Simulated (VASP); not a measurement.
Wanted: the native input for a VASP 6.6.1 run.

| Item | Value |
| --- | --- |
| Task | single point |
| Functional | PBE-based screened hybrid |
| Potentials or basis | VASP PAW PBE potentials, release 64 (N, B) |
| Cutoff | 520 eV |
| k mesh | 7 × 7 × 4 |
| Occupations | fermi-dirac, width 0.05 eV |
| Spin | no spin polarisation |
| Dipole correction | no |
| Grid for exact exchange (PRECFOCK) | Normal |
| Share of exact exchange | 0.35 |
| Further INCAR settings | ALGO = Normal; EDIFF = 1e-06; NBANDS = 16 |
| Screening parameter | 0.20787 1/Å |

The system is BN.

```
N B
1.0
     2.55394    0.00000    0.00000
    -1.27697    2.21178    0.00000
     0.00000    0.00000    4.22685
N B
2 2
Direct
  0.33333 0.66667 0.12528
  0.66667 0.33333 0.62528
  0.33333 0.66667 0.49972
  0.66667 0.33333 0.99972
```

These files were run (other wordings do the same):

POSCAR

```
BN
1.0
    2.5539396017      0.0000000000      0.0000000000
   -1.2769698009      2.2117765748      0.0000000000
    0.0000000000      0.0000000000      4.2268550000
N B
2 2
Direct
    0.3333333333      0.6666666667      0.1252760000
    0.6666666667      0.3333333333      0.6252760000
    0.3333333333      0.6666666667      0.4997240000
    0.6666666667      0.3333333333      0.9997240000
```

INCAR.step1

```
SYSTEM = BN
  ALGO = Normal
  EDIFF = 1E-5
  ENCUT = 520
  GGA = PE
  ISIF = 2
  ISMEAR = -1
  LASPH = .True.
  LREAL = .False.
  LWAVE = .True.
  NBANDS = 16
  NELM = 60
  PREC = Accurate
  SIGMA = 0.05
```

INCAR.step2

```
SYSTEM = BN
  AEXX = 0.35
  ALGO = Normal
  EDIFF = 1E-6
  ENCUT = 520
  GGA = PE
  HFSCREEN = 0.2078699
  ISIF = 2
  ISMEAR = -1
  ISTART = 1
  LASPH = .True.
  LCHARG = .True.
  LELF = .True.
  LHFCALC = .True.
  LREAL = .False.
  LVHAR = .True.
  LWAVE = .False.
  NBANDS = 16
  NELM = 60
  PREC = Accurate
  PRECFOCK = Normal
  SIGMA = 0.05
```

KPOINTS

```
k-points
0
Gamma
  7 7 4
  0 0 0
```

Potentials or basis: VASP PAW PBE potentials, release 64 (N, B).

Launch:

```console
$ cat potpaw_PBE.64/N/POTCAR potpaw_PBE.64/B/POTCAR > POTCAR
$ cp INCAR.step1 INCAR
$ mpirun -np 1 vasp_std > vasp.out
$ cp INCAR.step2 INCAR
$ mpirun -np 1 vasp_std > vasp.out
```

It gave:

| Item | Value |
| --- | --- |
| Pressure | -12.1 GPa |
| Largest force | 0.041 eV/Å |
| Band gap on the k mesh | 7.48 eV, indirect (least direct gap 10.54 eV) |

Caveat: the PAW data sets were made with another functional, which shifts forces and pressure a little.

It used 2100 s of CPU time on 1 thread of AMD EPYC 7R13 Processor (Zen 3) (shared host).
